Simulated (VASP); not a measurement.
## GaP: vibrations by perturbation theory with PBEsol

GaP:

```xyz
2
Lattice="0.0000 2.5964 2.5964 2.5964 0.0000 2.5964 2.5964 2.5964 0.0000" Properties=species:S:1:pos:R:3 pbc="T T T"
Ga    0.0000    0.0000    0.0000
P     3.8946    3.8946    3.8946
```

* Program: VASP 6.6.1
* Task: vibrations by perturbation theory
* Functional: PBEsol
* Potentials or basis: VASP PAW PBE potentials, release 64 (Ga_d, P)
* Cutoff: 520 eV
* k mesh: 10 × 10 × 10
* Occupations: gaussian, width 0.01 eV
* Spin: no spin polarisation
* Dipole correction: no
* Further INCAR settings: ALGO = Normal; EDIFF = 1e-08; IBRION = 8; NSW = 1

| Item | Value |
| --- | --- |
| Electronic dielectric tensor (diagonal) | 10.16 |
| Born charges (mean of the diagonal) | Ga +1.92; P -1.92 e |
| Highest phonon frequency at Γ, LO-TO splitting left out | 420 cm⁻¹ |

Phonon frequencies in cm⁻¹ (negative: imaginary):
| q point | frequencies |
| --- | --- |
| (0.000, 0.000, 0.000) | 0 0 0 420 420 420 |

Electronic dielectric tensor:
```
10.16  0.00  0.00
 0.00 10.16  0.00
 0.00  0.00 10.16
```

Born effective charge tensors (e):
atom 1, Ga
```
1.92 0.00 0.00
0.00 1.92 0.00
0.00 0.00 1.92
```
atom 2, P
```
-1.92  0.00  0.00
 0.00 -1.92  0.00
 0.00  0.00 -1.92
```

It took 20 min on 1 thread of Intel Xeon 8259CL, with other jobs on the host, peak memory 0.35 GiB.

Caveat: the cell stands under pressure or tension, which shifts response properties.
